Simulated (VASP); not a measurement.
**Hf2N: single point with PBEsol**

Hf2N:

```xyz
9
Lattice="5.5295 0.0000 0.0000 -2.7648 4.7887 0.0000 0.0000 0.0000 5.0815" Properties=species:S:1:pos:R:3 pbc="T T T"
Hf    1.8463    3.1979    3.7960
Hf   -0.9185    1.5908    3.7960
Hf    1.8370    0.0000    3.7960
Hf    0.9185    1.5908    1.2855
Hf   -1.8463    3.1979    1.2855
Hf    3.6926    0.0000    1.2855
N     2.7648    1.5962    2.5407
N     0.0000    3.1925    2.5407
N     0.0000    0.0000    0.0000
```

- Program: VASP 6.6.1
- Task: single point
- Functional: PBEsol
- Potentials or basis: VASP PAW PBE potentials, release 64 (Hf_pv, N)
- Cutoff: 520 eV
- k mesh: 6 × 6 × 4
- Occupations: gaussian, width 0.1 eV
- Spin: no spin polarisation
- Dipole correction: no
- Further INCAR settings: ALGO = Normal; EDIFF = 1e-06; NBANDS = 48

The pressure is -0.8 GPa. The largest force is 0.042 eV/Å and the band gap on the k mesh is zero (an odd number of electrons rules out a gap without spin polarisation).

Forces in eV/Å, atoms in the order of the input:
```
Hf   0.005  0.009 -0.041
Hf   0.005 -0.009 -0.041
Hf  -0.010  0.000 -0.041
Hf  -0.005 -0.009  0.041
Hf  -0.005  0.009  0.041
Hf   0.010  0.000  0.041
N    0.000  0.000  0.000
N    0.000  0.000  0.000
N    0.000  0.000  0.000
```

Levels at points of the mesh, in eV from the Fermi level:
```
           k point  band 33  band 34  band 35  band 36  band 37  band 38  band 39  band 40  band 41  band 42
(0.00, 0.00, 0.00)    -1.01    -1.01    -0.35    -0.35    -0.29     1.26     1.29     1.32     1.32     1.86
(0.50, 0.00, 0.00)    -2.22    -1.29    -1.21    -0.85    -0.52    -0.26     0.13     1.97     2.18     2.94
(0.00, 0.00, 0.50)    -0.71    -0.71    -0.65    -0.10    -0.10     0.19     0.38     0.38     0.84     2.15
(0.50, 0.00, 0.50)    -1.33    -1.03    -1.00    -0.55    -0.32     0.36     0.39     0.98     1.36     1.78
```

It took 95 s on 1 thread of Intel(R) Xeon(R) 6975P-C (Granite Rapids), on a shared host, peak memory 0.31 GiB.

Caveat: the PAW data sets were made with another functional, which shifts forces and pressure a little; spin-orbit coupling is left out, which moves the levels of the heavy elements.
